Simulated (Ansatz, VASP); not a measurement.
## Two plane-wave programs on InSb3

```
In Sb
1.0
     4.72824    0.00000    0.00000
     0.00000    4.72824    0.00000
     0.00000    0.00000    4.72824
In Sb
1 3
Direct
  0.00000 0.00000 0.00000
  0.50000 0.00000 0.50000
  0.00000 0.50000 0.50000
  0.50000 0.50000 0.00000
```

Alike in both runs: functional PBEsol; k mesh 10 × 10 × 10; occupations gaussian, width 0.1 eV; no spin polarisation.

Ansatz relaxed the structure, and its values are those at the end. VASP's run is a single point on that final structure, the one shown.

|  | VASP | Ansatz |
| --- | --- | --- |
| version | VASP 6.6.1 | Ansatz 0.2.0 |
| potentials or method | VASP PAW PBE potentials, release 64 (In_d, Sb), cutoff 520 eV | scalar-relativistic, plane waves, PAW |
| valence electrons in the cell | 28 | 58 |

```csv
,VASP,Ansatz,Ansatz less VASP
gap on the k mesh at the Fermi level (eV),none,none,-
pressure (GPa),0.0,0.0,0.00
```

VASP's potentials were made for PBE, not for PBEsol. A gap of «none» marks a metal or a gap that the smearing closes. With one functional, cell and mesh, what is left measures potentials, basis and numerics. VASP's potentials hold 28 valence electrons a cell and Ansatz's 58, so a difference there can come from the potentials and not from the codes.

Spin-orbit coupling is off throughout.
